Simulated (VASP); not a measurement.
Write the native input for VASP 6.6.1 that does the following.

| Item | Value |
| --- | --- |
| Task | single point |
| Functional | PBEsol |
| Potentials or basis | VASP PAW PBE potentials, release 64 (Si, C) |
| Cutoff | 520 eV |
| k mesh | 2 × 2 × 2 |
| Occupations | fermi-dirac, width 0.05 eV |
| Spin | collinear spin |
| Starting moments | [0.0, 0.0, 0.0, 0.0, 0.0, 0.0, 0.0, 0.0, 0.0, 0.0, 0.0, 0.0, 0.0, 0.0, 0.0, 0.0, 1.0] μB |
| Dipole correction | no |
| Further INCAR settings | LREAL = Auto; ALGO = Normal; EDIFF = 1e-07; NBANDS = 52 |

The structure of Si16C (a cell with a defect) lies in POSCAR:

```
Si16C
1.0
    0.0000000000      5.4300000000      5.4300000000
    5.4300000000      0.0000000000      5.4300000000
    5.4300000000      5.4300000000      0.0000000000
Si C
16 1
Direct
   -0.0293830571      0.0470994475     -0.0282596685
    0.1164640884      0.2024493554      0.0630202578
   -0.0153683241      0.0845211786      0.4558103131
    0.1119521179      0.1722651934      0.6150644567
   -0.0271178637      0.5622744015     -0.0508011050
    0.1683701657      0.6655524862      0.0294935543
    0.0251197053      0.5297974217      0.4237753223
    0.1047513812      0.7086740331      0.5848618785
    0.4561233886     -0.0300460405      0.0261970534
    0.6262430939      0.0506445672      0.1948434622
    0.4646685083     -0.0273756906      0.5356077348
    0.6228268877      0.1123112339      0.6428453039
    0.5360220994      0.3873480663      0.0746040516
    0.6153775322      0.6067955801      0.1284346225
    0.4484898711      0.4997237569      0.5618416206
    0.6116850829      0.6246869245      0.6046685083
    0.4155064457      0.5047882136      0.8815101289
```

One way to write it, as run:

INCAR

```
ALGO = Normal ; EDIFF = 1E-7
ENCUT = 520 ; GGA = PS
ISIF = 2 ; ISMEAR = -1
ISPIN = 2 ; LASPH = True
LCHARG = True ; LELF = True
LORBIT = 11 ; LREAL = Auto
LVHAR = True ; LWAVE = False
MAGMOM = 0 0 0 0 0 0 0 0 0 0 0 0 0 0 0 0 1 ; NBANDS = 52
NELM = 150 ; PREC = Accurate
SIGMA = 0.05
```

KPOINTS

```
k-points
0
Gamma
  2 2 2
```

Potentials or basis: VASP PAW PBE potentials, release 64 (Si, C).

Command:

```sh
$ cat potpaw_PBE.64/Si/POTCAR potpaw_PBE.64/C/POTCAR > POTCAR
$ mpirun -np 1 vasp_std > vasp.out
```

Results of the run:

```
Pressure                                              : 2.3 GPa
Largest force                                         : 3.745 eV/Å
Band gap on the k mesh                                : 0.14 eV
Net moment                                            : 0.00 μB per cell
Valence electrons inside the program's atomic spheres : Si 1.67, 1.66, 1.73, 1.71, 1.64, 1.59, 1.65, 1.77, 1.75, 1.62, 1.68, 1.70 (each value once); C 2.45
```

Caveat: the k points lie up to 0.50 Å⁻¹ apart; the atoms stand as in a frame of molecular dynamics; semilocal functionals underestimate gaps, and a narrow one can read as zero; the PAW data sets were made with another functional, which shifts forces and pressure a little.

It took 5.3 min on 1 thread of Intel(R) Xeon(R) 6975P-C (Granite Rapids), on a shared host, peak memory 0.71 GiB.
